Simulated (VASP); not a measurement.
# Ge (Fd-3m) in VASP: single point with PBEsol

Aim: the single point of Ge with PBEsol.

Everything below comes from runs of VASP 6.6.1. Logs are shortened: lines on timing, memory, paths and dates and some standing lists are left out, and cuts for length are marked.

**Experimental background.**

“Temperature-dependent photoluminescence in Ge: experiment and theory”, 2020, arxiv:2003.00143 reports, for a bulk crystal of Ge at 0 K: band gap 0.744 eV (indirect).

The results are compared with them further down.

### 1 The cell of the first run

The structure is cubic, space group Fd-3m (No. 227). The conventional cell has a = 5.676 Å, b = 5.676 Å, c = 5.676 Å, α = 90.00°, β = 90.00°, γ = 90.00°. Within 3.2 Å of Ge (site symmetry -43m) lie 4 Ge at 2.46 Å.

### 2 Single point, PBEsol

Input file INCAR:

```
SYSTEM = Ge
PREC = Accurate
ENCUT = 520
EDIFF = 1E-7
ISMEAR = 0
SIGMA = 0.1
LREAL = .False.
LASPH = .True.
NELM = 80
ALGO = Normal
ISIF = 2
LWAVE = .False.
LCHARG = .True.
GGA = PS
LELF = .True.
LVHAR = .True.
NBANDS = 21
ISYM = 0
```

Input file KPOINTS:

```
regular mesh
0
Gamma
  9 9 12
  0 0 0
```

Input file POSCAR:

```
Ge
1.0
    4.0133717229      0.0000000000      0.0000000000
    0.0000000000      4.0133717229      0.0000000000
    2.0066858615      2.0066858615      2.8378823607
Ge
2
Direct
    0.0000000000      0.0000000000      0.0000000000
    0.2500000000      0.7500000000      0.5000000000
```

Potentials or basis: VASP PAW PBE potentials, release 64 (Ge_d).

Started as:

```sh
$ cat potpaw_PBE.64/Ge_d/POTCAR > POTCAR
$ mpirun -np 1 vasp_std > vasp.out
```

OUTCAR:

```text
SYSTEM = Ge
   PREC = Accurate
   ENCUT = 520
   EDIFF = 1E-7
   ISMEAR = 0
   LREAL = .False.
   LASPH = .True.
   NELM = 80
   ISIF = 2
   GGA = PS
   ISYM = 0

 ion  position               nearest neighbor table
   1  0.000  0.000  0.000-   2 2.46   2 2.46   2 2.46   2 2.46
   2  0.250  0.750  0.500-   1 2.46   1 2.46   1 2.46   1 2.46

IMPORTANT INFORMATION: All symmetrisations will be switched off!
NOSYMM: (Re-)initialisation of all symmetry stuff for point group C_1.

----------------------------------------------------------------------------------------

                                     Primitive cell

  volume of cell :      45.7102

  direct lattice vectors                    reciprocal lattice vectors
     4.013371723  0.000000000  0.000000000     0.249167052  0.000000000 -0.176187712
     0.000000000  4.013371723  0.000000000     0.000000000  0.249167052 -0.176187712
     2.006685861  2.006685861  2.837882361     0.000000000  0.000000000  0.352375424

  length of vectors
     4.013371723  4.013371723  4.013371723     0.305166069  0.305166069  0.352375424

  position of ions in fractional coordinates (direct lattice)
     0.000000000  0.000000000  0.000000000
     0.250000000  0.750000000  0.500000000

  ion indices of the primitive-cell ions
   primitive index   ion index
                 1           1
                 2           2

----------------------------------------------------------------------------------------

 KPOINTS: regular mesh

Automatic generation of k-mesh.
 Grid dimensions read from file:
 generate k-points for:    9    9   12

 Generating k-lattice:

  Cartesian coordinates                     Fractional coordinates (reciprocal lattice)
     0.027685228  0.000000000 -0.019576412     0.111111111  0.000000000  0.000000000
     0.000000000  0.027685228 -0.019576412     0.000000000  0.111111111  0.000000000
     0.000000000  0.000000000  0.029364619     0.000000000  0.000000000  0.083333333

  Length of vectors
     0.033907341  0.033907341  0.029364619

  Shift w.r.t. Gamma in fractional coordinates (k-lattice)
     0.000000000  0.000000000  0.000000000

 -----------------------------------------------------------------------------
|                                                                             |
|           W    W    AA    RRRRR   N    N  II  N    N   GGGG   !!!           |
|           W    W   A  A   R    R  NN   N  II  NN   N  G    G  !!!           |
|           W    W  A    A  R    R  N N  N  II  N N  N  G       !!!           |
|           W WW W  AAAAAA  RRRRR   N  N N  II  N  N N  G  GGG   !            |
|           WW  WW  A    A  R   R   N   NN  II  N   NN  G    G                |
|           W    W  A    A  R    R  N    N  II  N    N   GGGG   !!!           |
|                                                                             |
|     Your reciprocal lattice and k-lattice belong to different lattice       |
|     classes:                                                                |
|                                                                             |
|        The reciprocal lattice is body-centered cubic,                       |
|        whereas your k-lattice is base-centered monoclinic.                  |
|                                                                             |
|     Results are often still useful ...                                      |
|                                                                             |
 -----------------------------------------------------------------------------

 WARNING: IBZKPT: internal override: KBLOWUP is changed to .FALSE.
      ... skipping the blow-up phase ...

 Subroutine IBZKPT returns following result:
 ===========================================

 Found    487 irreducible k-points:

 Following reciprocal coordinates:
            Coordinates               Weight
  0.000000  0.000000  0.000000      1.000000
  0.111111  0.000000 -0.000000      2.000000
  0.222222  0.000000  0.000000      2.000000
  0.333333  0.000000  0.000000      2.000000
  0.444444  0.000000  0.000000      2.000000
  0.000000  0.111111 -0.000000      2.000000
[... 16 lines left out ...]
 -0.111111  0.222222  0.000000      2.000000
  0.000000  0.333333  0.000000      2.000000
 [... further k-points ...]
   k-points           NKPTS =    487   k-points in BZ     NKDIM =    487   number of bands    NBANDS=     21
   number of dos      NEDOS =    301   number of ions     NIONS =      2
   total plane-waves  NPLWV =  27000
   dimension x,y,z NGX =    30 NGY =   30 NGZ =   30
   dimension x,y,z NGXF=    60 NGYF=   60 NGZF=   60
   ions per type =               2
   NGX,Y,Z   is equivalent  to a cutoff of  12.43, 12.43, 12.43 a.u.
   NGXF,Y,Z  is equivalent  to a cutoff of  24.85, 24.85, 24.85 a.u.
 SYSTEM =  Ge
   PREC   = accura    normal or accurate (medium, high low for compatibility)
   ISTART =      0    job   : 0-new  1-cont  2-samecut
   ICHARG =      2    charge: 1-file 2-atom 10-const
   ISPIN  =      1    spin polarized calculation?
   LNONCOLLINEAR =      F non collinear calculations
   LSORBIT =      F    spin-orbit coupling
   LASPH  =      T    aspherical Exc in radial PAW
   ENCUT  =  520.0 eV  38.22 Ry    6.18 a.u.   7.46  7.46  7.46*2*pi/ulx,y,z
   NELM   =     80;   NELMIN=  2; NELMDL= -5     # of ELM steps
   EDIFF  = 0.1E-06   stopping-criterion for ELM
   LREAL  =      F    real-space projection
   EDIFFG = 0.1E-05   stopping-criterion for IOM
   NSW    =      0    number of steps for IOM
   IBRION =     -1    ionic relax: 0-MD 1-quasi-New 2-CG
   NFREE  =      0    steps in history (QN), initial steepest desc. (CG)
   ISIF   =      2    stress and relaxation
   ISYM   =      0    0-nonsym 1-usesym 2-fastsym
   POTIM  = 0.5000    time-step for ionic-motion
   TEBEG  =    0.0;   TEEND  =   0.0 temperature during run
   PSTRESS=    0.0 pullay stress
   NELECT =      28.0000    total number of electrons
   NUPDOWN=      -1.0000    fix difference up-down
   EMIN   =  10.00;   EMAX   =-10.00  energy-range for DOS
   EFERMI =   0.00;   METHOD = LEGACY
   ISMEAR =     0;   SIGMA  =   0.10  broadening in eV -4-tet -1-fermi 0-gaus
   EFERMI_NEDOS =   21; number of points for ismear=-14 and -15
   IALGO  =     38    algorithm
   IMIX   =      4    mixing-type and parameters
     AMIX     =   0.40;   BMIX     =  1.00
     AMIX_MAG =   1.60;   BMIX_MAG =  1.00
  volume/ion in A,a.u.               =      22.86       154.23
  Fermi-wavevector in a.u.,A,eV,Ry     =   1.390347  2.627374 26.300933  1.933064
  Thomas-Fermi vector in A             =   2.514291
   LORBIT       =      0    0 simple, 1 ext, 2 COOP (PROOUT), +10 PAW based schemes
   GGA     = PS    functional components
   LHFCALC =     F    Hartree Fock is set to
   AEXX    =    0.0000 exact exchange contribution
   IVDW    =     0    specifies the selected vdW correction
   LEPSILON=     F    determine dielectric tensor
   LRPA    =     F    only Hartree local field effects (RPA)
 non-spin polarized calculation
 Gauss-broadening in eV      SIGMA  =   0.10
  energy-cutoff  :      520.00
  volume of cell :       45.71
 maximum number of plane-waves:      1251
 NGX is ok and might be reduce to    30
   NGX = 15   NGY = 15   NGZ = 15

 number of electron      28.0000014 magnetization

 Free energy of the ion-electron system (eV)
  ---------------------------------------------------
  ext. energy  EPLUGINS =         0.00000000
  ---------------------------------------------------
  free energy    TOTEN  =        -9.87237987 eV

  energy without entropy =       -9.87208105  energy(sigma->0) =       -9.87223046

 E-fermi :   4.7889     XC(G=0): -10.0835

 val. band max:        4.7696301180   @ k =   0.0000   0.0000   0.0000
 cond. band min:       4.8891529393   @ k =   0.0000   0.4444   0.0000
 fundamental gap:      0.1195228212
 Fermi energy:         4.7889223816

 k-point     1 :       0.0000    0.0000    0.0000
  band No.  band energies     occupation
      1     -19.9803      2.00000
      2     -19.9803      2.00000
      3     -19.9799      2.00000
      4     -19.9446      2.00000
      5     -19.9440      2.00000
      6     -19.7374      2.00000
[... 13 lines left out ...]
     20      14.2240      0.00000
     21      14.2241      0.00000

 k-point     2 :       0.1111    0.0000   -0.0000
  band No.  band energies     occupation
      1     -19.9869      2.00000
      2     -19.9866      2.00000
      3     -19.9782      2.00000
      4     -19.9353      2.00000
      5     -19.9348      2.00000
      6     -19.7475      2.00000
[... 13 lines left out ...]
     20      13.3954      0.00000
     21      13.3955      0.00000

 k-point     3 :       0.2222    0.0000    0.0000
  band No.  band energies     occupation
      1     -19.9963      2.00000
      2     -19.9960      2.00000
      3     -19.9732      2.00000
      4     -19.9199      2.00000
      5     -19.9194      2.00000
      6     -19.7603      2.00000
[... 13 lines left out ...]
     20      12.9717      0.00000
     21      12.9718      0.00000

 k-point     4 :       0.3333    0.0000    0.0000
  band No.  band energies     occupation
      1     -20.0019      2.00000
      2     -20.0016      2.00000
      3     -19.9673      2.00000
      4     -19.9087      2.00000
      5     -19.9082      2.00000
      6     -19.7684      2.00000
[... 13 lines left out ...]
     20      13.6739      0.00000
     21      13.6739      0.00000

 k-point     5 :       0.4444    0.0000    0.0000
  band No.  band energies     occupation
      1     -20.0041      2.00000
      2     -20.0038      2.00000
      3     -19.9633      2.00000
      4     -19.9039      2.00000
      5     -19.9034      2.00000
      6     -19.7714      2.00000
[... 13 lines left out ...]
     20      15.2691      0.00000
     21      15.2692      0.00000
[... 382 lines left out ...]
     20      15.1054      0.00000
     21      15.4527      0.00000

 k-point    22 :      -0.2222    0.2222    0.0000
  band No.  band energies     occupation
      1     -19.9953      2.00000
      2     -19.9950      2.00000
      3     -19.9880      2.00000
      4     -19.9176      2.00000
      5     -19.8873      2.00000
      6     -19.8106      2.00000
[... 13 lines left out ...]
     20      14.1158      0.00000
     21      15.0594      0.00000

 k-point    23 :      -0.1111    0.2222    0.0000
  band No.  band energies     occupation
      1     -19.9981      2.00000
      2     -19.9916      2.00000
      3     -19.9785      2.00000
      4     -19.9257      2.00000
      5     -19.9080      2.00000
      6     -19.7840      2.00000
[... 13 lines left out ...]
     20      13.1915      0.00000
     21      14.1157      0.00000

 k-point    24 :       0.0000    0.3333    0.0000
  band No.  band energies     occupation
      1     -20.0019      2.00000
      2     -20.0016      2.00000
      3     -19.9673      2.00000
      4     -19.9087      2.00000
      5     -19.9082      2.00000
      6     -19.7684      2.00000
[... 13 lines left out ...]
     20      13.6739      0.00000
     21      13.6739      0.00000

 [... further k-points ...]

------------------------ aborting loop because EDIFF is reached ----------------------------------------

  FORCE on cell =-STRESS in cart. coord.  units (eV):
  Direction    XX          YY          ZZ          XY          YZ          ZX
  --------------------------------------------------------------------------------------
  -------------------------------------------------------------------------------------
  Total       -0.0141853     -0.0141854     -0.0322792      0.0002415      0.0019284      0.0019276
  in kB       -0.4972045     -0.4972084     -1.1314096      0.0084651      0.0675914      0.0675651
  external PRESSURE =      -0.7086075 kB  Pullay stress =       0.0000000 kB

 VOLUME and BASIS-vectors are now :
 -----------------------------------------------------------------------------
  energy-cutoff  :      520.00
  volume of cell :       45.71
      direct lattice vectors                 reciprocal lattice vectors
     4.013371723  0.000000000  0.000000000     0.249167052  0.000000000 -0.176187712
     0.000000000  4.013371723  0.000000000     0.000000000  0.249167052 -0.176187712
     2.006685861  2.006685861  2.837882361     0.000000000  0.000000000  0.352375424

 POSITION                                       TOTAL-FORCE (eV/Angst)
 -----------------------------------------------------------------------------------
      0.00000      0.00000      0.00000         0.001183     -0.001182      0.000000
      2.00669      4.01337      1.41894        -0.001183      0.001182     -0.000000
 -----------------------------------------------------------------------------------
    total drift:                               -0.000001      0.000001      0.000001

  FREE ENERGIE OF THE ION-ELECTRON SYSTEM (eV)
  ---------------------------------------------------
  free  energy   TOTEN  =        -9.8723798691 eV

  energy  without entropy=       -9.8720810507  energy(sigma->0) =       -9.87223046
```

Run time: 7.2 min. Hardware: 1 thread of Intel Xeon Platinum 8488C (Sapphire Rapids), shared host; peak memory 0.45 GiB.

Results:

| Property | Result |
| --- | --- |
| Free energy | -9.8724 eV |
| Pressure | -0.1 GPa |
| Band gap on the k mesh | zero (filled and empty bands touch) |

Levels at points of the mesh, in eV from the Fermi level:
```
           k point  band 11  band 12  band 13  band 14  band 15  band 16  band 17  band 18
(0.00, 0.00, 0.00)   -12.74    -0.11    -0.02    -0.02    -0.02     2.51     2.51     2.51
(0.00, 0.00, 0.50)    -8.89    -8.89    -3.07    -3.07     0.66     0.66     9.39     9.39
```

Caveat: semilocal functionals underestimate gaps, and a narrow one can read as zero; the PAW data sets were made with another functional, which shifts forces and pressure a little.

### 3 Comparison with measurements

Step 2. A measured gap of Ge is 0.744 eV (indirect; 0 K; “Temperature-dependent photoluminescence in Ge: experiment and theory”, 2020, arxiv:2003.00143); the calculated 0.00 eV misses it by -0.74 eV. 3 values of this kind are on record (0.666 to 0.807 eV); this one was drawn at random among those near their median. Spin-orbit coupling on Ge is left out. The value is that of PBEsol on a finite k mesh, which can miss the band edges, without temperature or zero-point motion. Semilocal functionals fall short of measured gaps as a rule.

The gap in the log of VASP goes by the Fermi energy; the results here count the filled bands.